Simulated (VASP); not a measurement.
A run of VASP 6.6.1:

Contents of INCAR:

```
ALGO     = Normal         # electronic algorithm
EDIFF    = 1E-7           # SCF threshold, eV
ENCUT    = 520            # plane-wave cutoff, eV
GGA      = PE             # functional
ISIF     = 2              # what is computed and relaxed
ISMEAR   = -1             # smearing method
LASPH    = True           # aspherical terms in the spheres
LCHARG   = False          # write CHGCAR
LREAL    = False          # projectors in reciprocal space
LWAVE    = False          # write WAVECAR
NBANDS   = 47             # bands
NELM     = 80             # most SCF steps
PREC     = Accurate       # precision mode
SIGMA    = 0.06122561905347299 # smearing width, eV
```

KPOINTS

```
k-points
0
Gamma
  12 12 12
```

POSCAR

```
Ir2O3
1.0
    4.8703007794      0.0000000000      0.0000000000
    0.0000000000      4.8703007794      0.0000000000
    0.0000000000      0.0000000000      4.8703007794
Ir O
4 6
Direct
    0.2500000000      0.2500000000      0.2500000000
    0.7500000000      0.7500000000      0.2500000000
    0.7500000000      0.2500000000      0.7500000000
    0.2500000000      0.7500000000      0.7500000000
    0.5000000000      0.0000000000      0.0000000000
    0.0000000000      0.5000000000      0.0000000000
    0.0000000000      0.0000000000      0.5000000000
    0.5000000000      0.5000000000      0.0000000000
    0.5000000000      0.0000000000      0.5000000000
    0.0000000000      0.5000000000      0.5000000000
```

Potentials or basis: VASP PAW PBE potentials, release 64 (Ir, O).

The run is started by

```sh
$ cat potpaw_PBE.64/Ir/POTCAR potpaw_PBE.64/O/POTCAR > POTCAR
$ mpirun -np 1 vasp_std > vasp.out
```

Hardware: 1 thread of Intel(R) Xeon(R) 6975P-C (Granite Rapids), on a shared host.

Estimate the wall time of this run.

Wall time 3 min on 1 thread of Intel(R) Xeon(R) 6975P-C (Granite Rapids), with other jobs on the host, peak memory 0.44 GiB. Counts: scf iterations 16, k points 84.
